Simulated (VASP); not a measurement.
KF: single point with PBE-based screened hybrid with 5 % exact exchange

KF:

```xyz
2
Lattice="0.0000 2.6719 2.6719 2.6719 0.0000 2.6719 2.6719 2.6719 0.0000" Properties=species:S:1:pos:R:3 pbc="T T T"
K     0.0000    0.0000    0.0000
F     2.6719    2.6719    2.6719
```

| Item | Value |
| --- | --- |
| Program | VASP 6.6.1 |
| Task | single point |
| Functional | PBE-based screened hybrid with 5 % exact exchange |
| Potentials or basis | VASP PAW PBE potentials, release 64 (K_sv, F) |
| Cutoff | 520 eV |
| k mesh | 5 × 5 × 5 |
| Occupations | fermi-dirac, width 0.05 eV |
| Spin | no spin polarisation |

* Pressure: 1.3 GPa
* Band gap on the k mesh: 6.56 eV

Levels at points of the mesh, in eV from the valence-band top:
| k point | band 4 | band 5 | band 6 | band 7 | band 8 | band 9 | band 10 | band 11 | band 12 | band 13 |
| --- | --- | --- | --- | --- | --- | --- | --- | --- | --- | --- |
| (0.00, 0.00, 0.00) | -9.42 | -9.42 | 0.00 | 0.00 | 0.00 | 6.56 | 11.15 | 11.15 | 11.15 | 12.85 |

It took 7.3 min on 1 thread of Intel(R) Xeon(R) Platinum 8488C (Sapphire Rapids), on a shared host, peak memory 0.27 GiB.

Caveat: the PAW data sets were made with another functional, which shifts forces and pressure a little.
